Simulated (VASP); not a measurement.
A run of VASP 6.6.1 is set up as follows.

The input INCAR:

```
SYSTEM = ZnTe3P2Pt
PREC = Accurate
ENCUT = 600
EDIFF = 1E-6
ISMEAR = 0
SIGMA = 0.2
LREAL = .FALSE.
LASPH = .TRUE.
NELM = 80
ALGO = Fast
ISIF = 3
LWAVE = .FALSE.
LCHARG = .FALSE.
GGA = PE
IBRION = 2
NSW = 36
EDIFFG = -0.08
```

File KPOINTS:

```
regular mesh
0
G
  3 3 3
  0 0 0
```

Contents of POSCAR:

```
ZnTe3P2Pt
1.0
    5.0868477700      0.0000000000      0.0000000000
    0.0000000000      5.0868477700      0.0000000000
    0.0000000000      0.0000000000      6.4258969300
Zn Te P Pt
1 3 2 1
Direct
    0.0000000000      0.0000000000      0.5000000000
    0.0000000000      0.5000000000      0.0000000000
    0.5000000000      0.0000000000      0.0000000000
    0.0000000000      0.0000000000      0.0000000000
    0.0000000000      0.5000000000      0.5000000000
    0.5000000000      0.0000000000      0.5000000000
    0.5000000000      0.5000000000      0.0000000000
```

Potentials or basis: VASP PAW PBE potentials, release 64 (Zn, Te, P, Pt).

Command:

```sh
$ cat potpaw_PBE.64/Zn/POTCAR potpaw_PBE.64/Te/POTCAR potpaw_PBE.64/P/POTCAR potpaw_PBE.64/Pt/POTCAR > POTCAR
$ mpirun -np 1 vasp_std > vasp.out
```

Q: Predict the band gap on the k mesh.

A: Zero (bands 25 and 26 overlap by 0.61 eV).

Q: Estimate the relaxed cell.

A: a = 5.644 Å, b = 5.644 Å, c = 5.488 Å, α = 90.00°, β = 90.00°, γ = 90.00°.

Q: Predict the space group after relaxing (to 0.1 Å).

A: P4/mmm (No. 123).

The path:
```tsv
step	energy change (eV)	largest force (eV/Å)	pressure (GPa)	volume (Å³)
1	0.0000	0.0000	15.86	166.28
2	-0.9387	0.0000	-8.49	226.58
3	-2.0195	0.0000	-2.66	195.16
4	-2.0201	0.0000	-2.45	194.56
5	-2.3708	0.0000	-1.94	186.32
6	-2.2646	0.0000	7.27	160.96
7	-2.6505	0.0000	-0.61	178.35
8	-2.6974	0.0000	2.62	168.69
9	-2.7327	0.0000	0.90	172.99
10	-2.7340	0.0000	1.13	172.32
11	-2.7483	0.0000	-0.26	175.90
12	-2.7515	0.0000	0.14	174.81
```

Caveat: the k points lie up to 0.38 Å⁻¹ apart in the final cell, too coarse for converged energies and pressures of a metal; spin-orbit coupling is left out, which moves the levels of the heavy elements.
